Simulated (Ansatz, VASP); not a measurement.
One calculation of Al, two programs

```xyz
4
Lattice="2.8144 0.0000 0.0000 -1.4072 2.4374 0.0000 0.0000 0.0000 9.2410" Properties=species:S:1:pos:R:3 pbc="T T T"
Al    0.0000    0.0000    0.0000
Al    0.0000    1.2049    1.6103
Al    0.0000    0.0000    4.6205
Al    1.4072    0.8125    6.9308
```

Alike in both runs: task single point; functional PBE; dispersion D3(BJ); k mesh 18 × 18 × 4; occupations gaussian, width 0.15 eV; no spin polarisation.

|  | VASP | Ansatz |
| --- | --- | --- |
| version | VASP 6.6.1 | Ansatz 0.2.0 |
| potentials or method | VASP PAW PBE potentials, release 64 (Al), cutoff 520 eV | scalar-relativistic, plane waves, PAW |
| valence electrons in the cell | 12 | 12 |

Ansatz gave:

| Property | Result |
| --- | --- |
| gap on the k mesh at the Fermi level (eV) | none |
| pressure (GPa) | 15.0 |
| traceless stress, the component that is largest in VASP (GPa) | 14.00 |
| rms of the force components (eV/Å) | 3.513 |

**Question.** Which values does VASP return?

**Answer.** gap on the k mesh at the Fermi level (eV): none; pressure (GPa): 15.0; traceless stress, the component that is largest in VASP (GPa): 14.01; rms of the force components (eV/Å): 3.517.

Atom by atom the forces differ by 0.004 eV/Å (rms over components). A gap of «none» marks a metal or a gap that the smearing closes.
